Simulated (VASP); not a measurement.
Write the native input for VASP 6.6.1 that does the following.

```yaml
Task: relaxation of the atoms
Functional: PBEsol
Potentials_or_basis: VASP PAW PBE potentials, release 64 (C)
Cutoff: 520 eV
k_mesh: 9 × 9 × 9
Occupations: gaussian, width 0.02 eV
Spin: no spin polarisation
Dipole_correction: no
Further_INCAR_settings: ALGO = Normal; EDIFF = 1e-07; IBRION = 2; EDIFFG = -0.002; NSW = 60
```

The structure of C lies in POSCAR:

```
C
1.0
    0.0242275992      1.8002554204      1.8002554204
    1.8002554204      0.0242275992      1.8002554204
    1.8002554204      1.8002554204      0.0242275992
C
2
Direct
   -0.0000054645     -0.0000054645     -0.0000054645
    0.2500054645      0.2500054645      0.2500054645
```

This cell differs from its parent crystal: strained cell.

These files were run (other wordings do the same):

INCAR

```
SYSTEM = C
  ALGO = Normal
  EDIFF = 1E-7
  EDIFFG = -0.002
  ENCUT = 520
  GGA = PS
  GGA_COMPAT = .False.
  IBRION = 2
  ISIF = 2
  ISMEAR = 0
  LASPH = .True.
  LCHARG = .False.
  LREAL = .False.
  LWAVE = .False.
  NELM = 120
  NELMIN = 4
  NSW = 60
  PREC = Accurate
  SIGMA = 0.02
```

KPOINTS

```
k-points
0
Gamma
  9 9 9
  0 0 0
```

Potentials or basis: VASP PAW PBE potentials, release 64 (C).

Launch:

```console
$ cat potpaw_PBE.64/C/POTCAR > POTCAR
$ mpirun -np 1 vasp_std > vasp.out
```

Results of the run:

The energy gained by relaxing is 0.0 meV/atom. The ionic steps are 3 and the pressure after relaxing is -6.9 GPa. The band gap on the k mesh is 3.99 eV (least direct gap 5.09 eV).

Caveat: the cell differs from its parent crystal (strained cell); the PAW data sets were made with another functional, which shifts forces and pressure a little; an odd mesh through Γ misses points on the zone boundary, where band edges can lie.

It took 24 s on 1 thread of Intel Xeon 8259CL, with other jobs on the host, peak memory 0.12 GiB.
